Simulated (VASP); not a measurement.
Here is a VASP 6.6.1 calculation.

Contents of INCAR:

```
PREC     = Accurate       # precision mode
ENCUT    = 520            # plane-wave cutoff, eV
EDIFF    = 1E-6           # SCF threshold, eV
ISMEAR   = 0              # smearing method
SIGMA    = 0.2            # smearing width, eV
LREAL    = F              # projectors in reciprocal space
LASPH    = T              # aspherical terms in the spheres
NELM     = 80             # most SCF steps
ALGO     = Normal         # electronic algorithm
ISIF     = 2              # what is computed and relaxed
LWAVE    = F              # write WAVECAR
LCHARG   = F              # write CHGCAR
GGA      = PE             # functional
NBANDS   = 50             # bands
```

The input KPOINTS:

```
Automatic mesh
0
Gamma
  4 4 4
```

Contents of POSCAR:

```
Zn5BiO
1.0
    0.0000000000      0.0000000000      4.9524246395
    5.1538250112      0.0000000000      0.0000000000
    0.0000000000      5.1538250112      0.0000000000
Zn Bi O
5 1 1
Direct
    0.4320286542      0.1785739459      0.6816455231
    0.4320286542      0.8214260541      0.3183544769
    0.4320286542      0.3183544769      0.1785739459
    0.4320286542      0.6816455231      0.8214260541
    0.8281352311      0.0000000000      1.0000000000
    0.9823663099      0.5000000000      0.5000000000
    0.2107591922      0.0000000000      1.0000000000
```

Potentials or basis: VASP PAW PBE potentials, release 64 (Zn, Bi_d, O).

Command:

```sh
$ cat potpaw_PBE.64/Zn/POTCAR potpaw_PBE.64/Bi_d/POTCAR potpaw_PBE.64/O/POTCAR > POTCAR
$ mpirun -np 1 vasp_std > vasp.out
```

**Question.** Estimate the pressure.

**Answer.** 0.1 GPa.

**Question.** What does it give for the largest force?

**Answer.** 0.076 eV/Å.

Forces in eV/Å, atoms in the order of the input:
```
Zn   0.060 -0.033  0.030
Zn  -0.060  0.033  0.030
Zn   0.033  0.060  0.030
Zn  -0.033 -0.060  0.030
Zn   0.000  0.000 -0.056
Bi   0.000  0.000  0.013
O    0.000  0.000 -0.076
```

Caveat: an odd number of electrons without spin polarisation forces a metal; a magnetic or distorted state may lie lower.
